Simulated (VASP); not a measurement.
# Sr3Sc4Ta (P-43m) in VASP: further runs

The runs below take Sr3Sc4Ta through single point, relaxation of cell and atoms, with PBE.

All numbers are computed with VASP 6.6.1; they aren't measurements. Logs are shortened: lines on timing, memory, paths and dates and some standing lists are left out, and cuts for length are marked.

### Step 1. The cell of the first run

Symmetry: P-43m, No. 215, cubic system. Conventional cell: a = 6.421 Å, b = 6.421 Å, c = 6.421 Å, α = 90.00°, β = 90.00°, γ = 90.00°. Sr (site symmetry -42m) has 4 Sc at 3.21 Å and 2 Ta at 3.21 Å within 4.2 Å. Sc (site symmetry 3m) has 3 Sc at 3.04 Å and 3 Sr at 3.21 Å and 1 Ta at 3.70 Å within 4.0 Å. Ta (site symmetry -43m) has 6 Sr at 3.21 Å and 4 Sc at 3.70 Å within 4.2 Å.

### Step 2. Single point, PBE

The input, INCAR:

```
ALGO = Fast ; EDIFF = 1E-6
ENCUT = 520 ; GGA = PE
ISIF = 2 ; ISMEAR = 0
LASPH = T ; LCHARG = F
LREAL = F ; LWAVE = F
NBANDS = 52 ; NELM = 80
PREC = Accurate ; SIGMA = 0.1
```

The input, KPOINTS:

```
k-points
0
Gamma
  4 4 4
```

The input, POSCAR:

```
Sr3Sc4Ta
1.0
    6.4207235944      0.0000000000      0.0000000000
    0.0000000000      6.4207235944      0.0000000000
    0.0000000000      0.0000000000      6.4207235944
Sr Sc Ta
3 4 1
Direct
    0.5000000000      0.0000000000      0.0000000000
    0.0000000000      0.5000000000      0.0000000000
    0.0000000000      0.0000000000      0.5000000000
    0.3327622855      0.3327622855      0.3327622855
    0.3327622855      0.6672377145      0.6672377145
    0.6672377145      0.6672377145      0.3327622855
    0.6672377145      0.3327622855      0.6672377145
    0.0000000000      0.0000000000      0.0000000000
```

Potentials or basis: VASP PAW PBE potentials, release 64 (Sr_sv, Sc_sv, Ta_pv).

Run with:

```sh
$ cat potpaw_PBE.64/Sr_sv/POTCAR potpaw_PBE.64/Sc_sv/POTCAR potpaw_PBE.64/Ta_pv/POTCAR > POTCAR
$ mpirun -np 1 vasp_std > vasp.out
```

OUTCAR:

```text
EDIFF = 1E-6
   ENCUT = 520
   GGA = PE
   ISIF = 2
   ISMEAR = 0
   LASPH = T
   LREAL = F
   NELM = 80
   PREC = Accurate

 ion  position               nearest neighbor table
   1  0.500  0.000  0.000-   4 3.21   5 3.21   6 3.21   7 3.21   8 3.21   8 3.21   2 4.54   3 4.54
                             2 4.54   2 4.54   3 4.54   3 4.54   3 4.54   2 4.54
   2  0.000  0.500  0.000-   4 3.21   5 3.21   6 3.21   7 3.21   8 3.21   8 3.21   1 4.54   3 4.54
                             1 4.54   3 4.54   3 4.54   3 4.54   1 4.54   1 4.54
   3  0.000  0.000  0.500-   4 3.21   5 3.21   6 3.21   7 3.21   8 3.21   8 3.21   1 4.54   1 4.54
                             2 4.54   2 4.54   2 4.54   2 4.54   1 4.54   1 4.54
   4  0.333  0.333  0.333-   5 3.04   6 3.04   7 3.04   1 3.21   2 3.21   3 3.21
   5  0.333  0.667  0.667-   4 3.04   6 3.04   7 3.04   1 3.21   2 3.21   3 3.21
   6  0.667  0.667  0.333-   4 3.04   5 3.04   7 3.04   1 3.21   2 3.21   3 3.21
   7  0.667  0.333  0.667-   4 3.04   5 3.04   6 3.04   1 3.21   2 3.21   3 3.21
   8  0.000  0.000  0.000-   1 3.21   2 3.21   3 3.21   3 3.21   2 3.21   1 3.21

  LATTYP: Found a simple cubic cell.
 ALAT       =     6.4207235944

  Lattice vectors:

 A1 = (   6.4207235944,   0.0000000000,   0.0000000000)
 A2 = (   0.0000000000,   6.4207235944,   0.0000000000)
 A3 = (   0.0000000000,   0.0000000000,   6.4207235944)

Analysis of symmetry for initial positions (statically):
=====================================================================
 Subroutine PRICEL returns:
 Original cell was already a primitive cell.

 Routine SETGRP: Setting up the symmetry group for a
 simple cubic supercell.

 Subroutine GETGRP returns: Found 24 space group operations
 (whereof 24 operations were pure point group operations)
 out of a pool of 48 trial point group operations.

The static configuration has the point symmetry T_d .

Analysis of symmetry for dynamics (positions and initial velocities):
=====================================================================
 Subroutine PRICEL returns:
 Original cell was already a primitive cell.

 Routine SETGRP: Setting up the symmetry group for a
 simple cubic supercell.

 Subroutine GETGRP returns: Found 24 space group operations
 (whereof 24 operations were pure point group operations)
 out of a pool of 48 trial point group operations.

The dynamic configuration has the point symmetry T_d .

 Subroutine INISYM returns: Found 24 space group operations
 (whereof 24 operations are pure point group operations),
 and found     1 'primitive' translations

----------------------------------------------------------------------------------------

                                     Primitive cell

  volume of cell :     264.6988

  direct lattice vectors                    reciprocal lattice vectors
     6.420723594  0.000000000  0.000000000     0.155745686  0.000000000  0.000000000
     0.000000000  6.420723594  0.000000000     0.000000000  0.155745686  0.000000000
     0.000000000  0.000000000  6.420723594     0.000000000  0.000000000  0.155745686

  length of vectors
     6.420723594  6.420723594  6.420723594     0.155745686  0.155745686  0.155745686

  position of ions in fractional coordinates (direct lattice)
     0.500000000  0.000000000  0.000000000
     0.000000000  0.500000000  0.000000000
     0.000000000  0.000000000  0.500000000
     0.332762286  0.332762286  0.332762286
     0.332762286  0.667237714  0.667237714
     0.667237714  0.667237714  0.332762286
     0.667237714  0.332762286  0.667237714
     0.000000000  0.000000000  0.000000000

  ion indices of the primitive-cell ions
   primitive index   ion index
                 1           1
                 2           2
                 3           3
                 4           4
                 5           5
                 6           6
                 7           7
                 8           8

----------------------------------------------------------------------------------------

 KPOINTS: k-points

Automatic generation of k-mesh.
 Grid dimensions read from file:
 generate k-points for:    4    4    4

 Generating k-lattice:

  Cartesian coordinates                     Fractional coordinates (reciprocal lattice)
     0.038936421  0.000000000  0.000000000     0.250000000  0.000000000  0.000000000
     0.000000000  0.038936421  0.000000000     0.000000000  0.250000000  0.000000000
     0.000000000  0.000000000  0.038936421     0.000000000  0.000000000  0.250000000

  Length of vectors
     0.038936421  0.038936421  0.038936421

  Shift w.r.t. Gamma in fractional coordinates (k-lattice)
     0.000000000  0.000000000  0.000000000

 Subroutine IBZKPT returns following result:
 ===========================================

 Found     10 irreducible k-points:

 Following reciprocal coordinates:
            Coordinates               Weight
  0.000000  0.000000  0.000000      1.000000
[... 93 lines left out ...]
     51       4.3330      0.00000
     52       4.3672      0.00000

 k-point     2 :       0.2500    0.0000    0.0000
  band No.  band energies     occupation
      1     -47.5578      2.00000
      2     -47.5126      2.00000
      3     -47.5126      2.00000
      4     -47.5126      2.00000
      5     -32.8825      2.00000
      6     -32.8766      2.00000
[... 44 lines left out ...]
     51       3.9099      0.00000
     52       3.9359      0.00000

 k-point     3 :       0.5000    0.0000    0.0000
  band No.  band energies     occupation
      1     -47.5577      2.00000
      2     -47.5127      2.00000
      3     -47.5126      2.00000
      4     -47.5126      2.00000
      5     -32.8876      2.00000
      6     -32.8775      2.00000
[... 44 lines left out ...]
     51       3.5237      0.00000
     52       3.6280      0.00000

 k-point     4 :       0.2500    0.2500    0.0000
  band No.  band energies     occupation
      1     -47.5577      2.00000
      2     -47.5126      2.00000
      3     -47.5126      2.00000
      4     -47.5126      2.00000
      5     -32.8832      2.00000
      6     -32.8805      2.00000
[... 44 lines left out ...]
     51       3.7603      0.00000
     52       3.8800      0.00000

 k-point     5 :       0.5000    0.2500    0.0000
  band No.  band energies     occupation
      1     -47.5577      2.00000
      2     -47.5127      2.00000
      3     -47.5126      2.00000
      4     -47.5126      2.00000
      5     -32.8876      2.00000
      6     -32.8819      2.00000
[... 44 lines left out ...]
     51       3.6177      0.00000
     52       3.8259      0.00000

 k-point     6 :       0.5000    0.5000    0.0000
  band No.  band energies     occupation
      1     -47.5576      2.00000
      2     -47.5126      2.00000
      3     -47.5126      2.00000
      4     -47.5126      2.00000
      5     -32.8876      2.00000
      6     -32.8876      2.00000
[... 44 lines left out ...]
     51       3.6384      0.00000
     52       3.6652      0.00000

 k-point     7 :       0.2500    0.2500    0.2500
  band No.  band energies     occupation
      1     -47.5577      2.00000
      2     -47.5126      2.00000
      3     -47.5126      2.00000
      4     -47.5126      2.00000
      5     -32.8837      2.00000
      6     -32.8805      2.00000
[... 44 lines left out ...]
     51       3.6970      0.00000
     52       3.7240      0.00000

 k-point     8 :       0.5000    0.2500    0.2500
  band No.  band energies     occupation
      1     -47.5576      2.00000
      2     -47.5127      2.00000
      3     -47.5126      2.00000
      4     -47.5126      2.00000
      5     -32.8876      2.00000
      6     -32.8826      2.00000
[... 44 lines left out ...]
     51       3.5631      0.00000
     52       3.6911      0.00000

 k-point     9 :       0.5000    0.5000    0.2500
  band No.  band energies     occupation
      1     -47.5576      2.00000
      2     -47.5126      2.00000
      3     -47.5126      2.00000
      4     -47.5126      2.00000
      5     -32.8876      2.00000
      6     -32.8876      2.00000
[... 44 lines left out ...]
     51       3.5586      0.00000
     52       3.5844      0.00000

 k-point    10 :       0.5000    0.5000    0.5000
  band No.  band energies     occupation
      1     -47.5575      2.00000
      2     -47.5126      2.00000
      3     -47.5126      2.00000
      4     -47.5126      2.00000
      5     -32.8876      2.00000
      6     -32.8876      2.00000
[... 44 lines left out ...]
     51       3.1969      0.00000
     52       3.2941      0.00000

------------------------ aborting loop because EDIFF is reached ----------------------------------------

  FORCE on cell =-STRESS in cart. coord.  units (eV):
  Direction    XX          YY          ZZ          XY          YZ          ZX
  --------------------------------------------------------------------------------------
  -------------------------------------------------------------------------------------
  Total        0.0236878      0.0236878      0.0236878      0.0000000      0.0000000      0.0000000
  in kB        0.1433783      0.1433783      0.1433783      0.0000000      0.0000000      0.0000000
  external PRESSURE =       0.1433783 kB  Pullay stress =       0.0000000 kB

 VOLUME and BASIS-vectors are now :
 -----------------------------------------------------------------------------
  energy-cutoff  :      520.00
  volume of cell :      264.70
      direct lattice vectors                 reciprocal lattice vectors
     6.420723594  0.000000000  0.000000000     0.155745686  0.000000000  0.000000000
     0.000000000  6.420723594  0.000000000     0.000000000  0.155745686  0.000000000
     0.000000000  0.000000000  6.420723594     0.000000000  0.000000000  0.155745686

 POSITION                                       TOTAL-FORCE (eV/Angst)
 -----------------------------------------------------------------------------------
      3.21036      0.00000      0.00000         0.000000      0.000000      0.000000
      0.00000      3.21036      0.00000         0.000000      0.000000      0.000000
      0.00000      0.00000      3.21036         0.000000      0.000000      0.000000
      2.13657      2.13657      2.13657         0.019621      0.019621      0.019621
      2.13657      4.28415      4.28415         0.019621     -0.019621     -0.019621
      4.28415      4.28415      2.13657        -0.019621     -0.019621      0.019621
      4.28415      2.13657      4.28415        -0.019621      0.019621     -0.019621
      0.00000      0.00000      0.00000         0.000000      0.000000      0.000000
 -----------------------------------------------------------------------------------
    total drift:                               -0.000000     -0.000000      0.000000

  FREE ENERGIE OF THE ION-ELECTRON SYSTEM (eV)
  ---------------------------------------------------
  free  energy   TOTEN  =       -32.7925342959 eV

  energy  without entropy=      -32.7286881105  energy(sigma->0) =      -32.76061120
```

Run time: 3.3 min. Hardware: 1 thread of Intel Xeon 6975P-C (Granite Rapids), shared host; peak memory 0.41 GiB.

What came out:

- Free energy: -32.7925 eV
- Pressure: 0.0 GPa
- Largest force: 0.034 eV/Å
- Band gap on the k mesh: zero (an odd number of electrons rules out a gap without spin polarisation)

Forces in eV/Å, atoms in the order of the input:
```
Sr   0.000  0.000  0.000
Sr   0.000  0.000  0.000
Sr   0.000  0.000  0.000
Sc   0.020  0.020  0.020
Sc   0.020 -0.020 -0.020
Sc  -0.020 -0.020  0.020
Sc  -0.020  0.020 -0.020
Ta   0.000  0.000  0.000
```

Levels at points of the mesh, in eV from the Fermi level:
| k point | band 38 | band 39 | band 40 | band 41 | band 42 | band 43 | band 44 | band 45 | band 46 | band 47 |
| --- | --- | --- | --- | --- | --- | --- | --- | --- | --- | --- |
| (0.00, 0.00, 0.00) | -1.07 | -0.74 | -0.69 | -0.69 | -0.69 | -0.14 | -0.14 | 0.42 | 0.42 | 0.42 |
| (0.50, 0.00, 0.00) | -0.59 | -0.48 | -0.39 | -0.22 | -0.14 | -0.14 | 0.31 | 0.45 | 0.54 | 0.54 |
| (0.50, 0.50, 0.00) | -0.68 | -0.43 | -0.32 | -0.32 | 0.09 | 0.18 | 0.23 | 0.36 | 0.36 | 0.49 |
| (0.50, 0.50, 0.50) | -0.93 | -0.93 | 0.11 | 0.11 | 0.11 | 0.22 | 0.22 | 0.22 | 0.24 | 0.39 |

Caveat: spin-orbit coupling is left out, which moves the levels of the heavy elements.

### Step 3. Single point, PBE

The input, INCAR:

```
PREC = Accurate
ENCUT = 520
EDIFF = 1E-6
ISMEAR = 0
SIGMA = 0.1
LREAL = False
LASPH = True
NELM = 60
ALGO = Fast
ISIF = 2
LWAVE = False
LCHARG = False
GGA = PE
NBANDS = 52
```

The input, KPOINTS:

```
Automatic mesh
0
Gamma
  6 6 6
```

The input, POSCAR:

```
Sr3Sc4Ta
1.0
    6.4220224254      0.0000000000      0.0000000000
    0.0000000000      6.4220224254      0.0000000000
    0.0000000000      0.0000000000      6.4220224254
Sr Sc Ta
3 4 1
Direct
    0.5000000000      0.0000000000      0.0000000000
    0.0000000000      0.5000000000      0.0000000000
    0.0000000000      0.0000000000      0.5000000000
    0.3333673774      0.3333673774      0.3333673774
    0.3333673774      0.6666326226      0.6666326226
    0.6666326226      0.6666326226      0.3333673774
    0.6666326226      0.3333673774      0.6666326226
    0.0000000000      0.0000000000      0.0000000000
```

Potentials or basis: VASP PAW PBE potentials, release 64 (Sr_sv, Sc_sv, Ta_pv).

Run with:

```sh
$ cat potpaw_PBE.64/Sr_sv/POTCAR potpaw_PBE.64/Sc_sv/POTCAR potpaw_PBE.64/Ta_pv/POTCAR > POTCAR
$ mpirun -np 1 vasp_std > vasp.out
```

It took 7.3 min on 1 thread of Intel Xeon 6975P-C (Granite Rapids), shared host; peak memory 0.5 GiB.

It converged, with:

```
Free energy            : -32.7619 eV
Pressure               : 0.1 GPa
Band gap on the k mesh : zero (an odd number of electrons rules out a gap without spin polarisation)
```

Levels at points of the mesh, in eV from the Fermi level:
```csv
k point,band 39,band 40,band 41,band 42,band 43,band 44,band 45,band 46
"(0.00, 0.00, 0.00)",-0.74,-0.69,-0.69,-0.69,-0.15,-0.15,0.41,0.41
"(0.50, 0.00, 0.00)",-0.48,-0.39,-0.22,-0.14,-0.14,0.31,0.45,0.54
"(0.50, 0.50, 0.00)",-0.43,-0.32,-0.32,0.09,0.17,0.22,0.36,0.36
"(0.50, 0.50, 0.50)",-0.93,0.11,0.11,0.11,0.21,0.21,0.21,0.23
```

Caveat: spin-orbit coupling is left out, which moves the levels of the heavy elements.

### Step 4. Relaxation of cell and atoms, PBE

This run uses another cell than the first one, of 27.54 Å³/atom.

The input, INCAR:

```
PREC     = Accurate       # precision mode
ENCUT    = 600            # plane-wave cutoff, eV
EDIFF    = 1E-6           # SCF threshold, eV
ISMEAR   = 0              # smearing method
SIGMA    = 0.1            # smearing width, eV
LREAL    = F              # projectors in reciprocal space
LASPH    = T              # aspherical terms in the spheres
NELM     = 60             # most SCF steps
ALGO     = Fast           # electronic algorithm
ISIF     = 3              # what is computed and relaxed
LWAVE    = F              # write WAVECAR
LCHARG   = F              # write CHGCAR
GGA      = PE             # functional
IBRION   = 2              # ionic algorithm
NSW      = 90             # ionic steps
EDIFFG   = -0.04          # ionic threshold
```

The input, KPOINTS:

```
regular mesh
0
Gamma
  4 4 4
```

The input, POSCAR:

```
Sr3Sc4Ta
1.0
    6.0394476201      0.0000000000      0.0000000000
    0.0000000000      6.0394476201      0.0000000000
    0.0000000000      0.0000000000      6.0394476201
Sr Sc Ta
3 4 1
Direct
    0.5000000000      0.0000000000      0.0000000000
    0.0000000000      0.5000000000      0.0000000000
    0.0000000000      0.0000000000      0.5000000000
    0.2350000000      0.2350000000      0.2350000000
    0.2350000000      0.7650000000      0.7650000000
    0.7650000000      0.7650000000      0.2350000000
    0.7650000000      0.2350000000      0.7650000000
    0.0000000000      0.0000000000      0.0000000000
```

Run with:

```sh
$ cat potpaw_PBE.64/Sr_sv/POTCAR potpaw_PBE.64/Sc_sv/POTCAR potpaw_PBE.64/Ta_pv/POTCAR > POTCAR
$ mpirun -np 1 vasp_std > vasp.out
```

Run time: 57 min. Hardware: 1 thread of Intel Xeon 6975P-C (Granite Rapids), shared host; peak memory 0.44 GiB.

It converged, with:

```yaml
Free_energy: -32.7880 eV
Relaxed_volume: 33.16 Å³/atom
Relaxed_cell: a = 6.426 Å, b = 6.426 Å, c = 6.426 Å, α = 90.00°, β = 90.00°, γ = 90.00°
Space_group_after_relaxing_to_0.1_Å: P-43m (No. 215)
Pressure_after_relaxing: 0.0 GPa
Band_gap_on_the_k_mesh: zero (an odd number of electrons rules out a gap without spin polarisation)
```

Final structure:
```yaml
crystal:
  lattice:
    - [6.42553, 0.00000, 0.00000]
    - [0.00000, 6.42553, 0.00000]
    - [0.00000, 0.00000, 6.42553]
  atoms:
    - { symbol: Sr, position: [0.50000, 0.00000, 0.00000] }
    - { symbol: Sr, position: [0.00000, 0.50000, 0.00000] }
    - { symbol: Sr, position: [0.00000, 0.00000, 0.50000] }
    - { symbol: Sc, position: [0.33321, 0.33321, 0.33321] }
    - { symbol: Sc, position: [0.33321, 0.66679, 0.66679] }
    - { symbol: Sc, position: [0.66679, 0.66679, 0.33321] }
    - { symbol: Sc, position: [0.66679, 0.33321, 0.66679] }
    - { symbol: Ta, position: [0.00000, 0.00000, 0.00000] }
```

Levels at points of the mesh, in eV from the Fermi level:
```
           k point  band 39  band 40  band 41  band 42  band 43  band 44  band 45  band 46
(0.00, 0.00, 0.00)    -0.74    -0.69    -0.69    -0.69    -0.14    -0.14     0.42     0.42
(0.50, 0.00, 0.00)    -0.47    -0.39    -0.22    -0.14    -0.14     0.32     0.45     0.54
(0.50, 0.50, 0.00)    -0.43    -0.31    -0.31     0.09     0.18     0.23     0.36     0.36
(0.50, 0.50, 0.50)    -0.93     0.11     0.11     0.11     0.21     0.21     0.21     0.39
```

Caveat: the volume moved by over 15 % at a fixed basis, so the end points are rough; spin-orbit coupling is left out, which moves the levels of the heavy elements.

### Step 5. Overview

```csv
task,cell,k mesh,cutoff (eV),gap on the mesh (eV),pressure (GPa)
single point,"a = 6.421 Å, 8 atoms, atomic positions A",4 × 4 × 4,520,none,0.0
single point,"a = 6.422 Å, 8 atoms, atomic positions A",6 × 6 × 6,520,none,0.1
relaxation of cell and atoms,"relaxed from a = 6.039 Å, 8 atoms, atomic positions B",4 × 4 × 4,600,none,0.0
```

Alike in all rows: level PBE; potentials or basis VASP PAW PBE potentials, release 64 (Sr_sv, Sc_sv, Ta_pv); no spin polarisation; smearing gaussian 0.1 eV.

Caveats: spin-orbit coupling is left out, which moves the levels of the heavy elements; the volume moved by over 15 % at a fixed basis, so the end points are rough (at least some runs).

Absolute energies hang on the potentials; compare differences alone.
